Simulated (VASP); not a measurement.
Wanted: the native input for a VASP 6.6.1 run.

```
Task                   : single point
Functional             : LDA
Potentials or basis    : VASP PAW LDA potentials, release 64 (As)
Cutoff                 : 520 eV
k mesh                 : 15 × 15 × 15
Occupations            : fermi-dirac, width 0.08 eV
Spin                   : no spin polarisation
Dipole correction      : no
Further INCAR settings : ALGO = Normal; EDIFF = 1e-06; NBANDS = 8
```

The structure of As lies in POSCAR:

```
As
1.0
    2.6271612856      0.0000000000      0.0000000000
    0.0000000000      2.6271612856      0.0000000000
    0.0000000000      0.0000000000      2.6271612856
As
1
Direct
    0.0000000000      0.0000000000      0.0000000000
```

This cell differs from its parent crystal: volume scaled by 0.95.

The input as run:

INCAR

```
PREC = Accurate
ENCUT = 520
EDIFF = 1E-6
ISMEAR = -1
SIGMA = 0.08
LREAL = F
LASPH = T
NELM = 60
ALGO = Normal
ISIF = 2
LWAVE = F
LCHARG = F
NBANDS = 8
```

KPOINTS

```
regular mesh
0
Gamma
  15 15 15
```

Potentials or basis: VASP PAW LDA potentials, release 64 (As).

Launch:

```sh
$ cat potpaw_LDA.64/As/POTCAR > POTCAR
$ mpirun -np 1 vasp_std > vasp.out
```

Results of the run:

| Quantity | Value |
| --- | --- |
| Pressure | 5.9 GPa |

It took 9 s on 1 thread of Intel(R) Xeon(R) Platinum 8488C (Sapphire Rapids), with other jobs on the host, peak memory 0.13 GiB.
